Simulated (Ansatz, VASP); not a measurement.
**Au: VASP beside Ansatz**

```
CELL_PARAMETERS angstrom
-1.65727 1.65727 1.65727
1.65727 -1.65727 1.65727
1.65727 1.65727 -1.65727
ATOMIC_POSITIONS crystal
Au 0.00000 0.00000 0.00000
```

Alike in both runs: functional PBE; k mesh 8 × 8 × 8; occupations fermi-dirac, width 0.05 eV; non-collinear spin, spin-orbit coupling.

|  | VASP | Ansatz |
| --- | --- | --- |
| version | VASP 6.6.1 | Ansatz 0.2.0 |
| potentials or method | VASP PAW PBE potentials, release 64 (Au) | Ansatz PAW |
| plane-wave cutoff (eV) | 520 | 420 |
| valence electrons in the cell | 11 | 19 |
| task | single point | band structure |

```csv
,VASP,Ansatz,Ansatz less VASP
pressure (GPa),-2.7,-2.9,-0.20
net moment per atom (μB),0.00,0.00,0.000
```

VASP's potentials hold 11 valence electrons a cell and Ansatz's 19, so a difference there can come from the potentials and not from the codes.
